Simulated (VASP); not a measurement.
A run of VASP 6.6.1 is set up as follows.

The input INCAR:

```
SYSTEM = CdInS2
ALGO = Normal
EDIFF = 1E-6
ENCUT = 520
GGA = PE
ISIF = 2
ISMEAR = 0
LASPH = .True.
LCHARG = .False.
LREAL = .False.
LWAVE = .False.
NBANDS = 26
NELM = 100
PREC = Accurate
SIGMA = 0.15
```

File KPOINTS:

```
k-points
0
Gamma
  12 12 6
  0 0 0
```

The input POSCAR:

```
CdInS2
1.0
    3.8084606644      0.0000000000      0.0000000000
   -1.9042303322      3.2982236847      0.0000000000
    0.0000000000      0.0000000000      7.0361310776
Cd In S
1 1 2
Direct
    0.0000000000      0.0000000000      0.0000000000
    0.0000000000      0.0000000000      0.5000000000
    0.6666666667      0.3333333333      0.7456400186
    0.3333333333      0.6666666667      0.2543599814
```

Potentials or basis: VASP PAW PBE potentials, release 64 (Cd, In_d, S).

Command:

```bash
$ cat potpaw_PBE.64/Cd/POTCAR potpaw_PBE.64/In_d/POTCAR potpaw_PBE.64/S/POTCAR > POTCAR
$ mpirun -np 1 vasp_std > vasp.out
```

Estimate the pressure.

-0.4 GPa.

Estimate the largest force.

0.228 eV/Å.

Forces on the atoms (eV/Å):
```
Cd   0.000  0.000  0.000
In   0.000  0.000  0.000
S    0.000  0.000  0.228
S    0.000  0.000 -0.228
```

Caveat: an odd number of electrons without spin polarisation forces a metal; a magnetic or distorted state may lie lower.
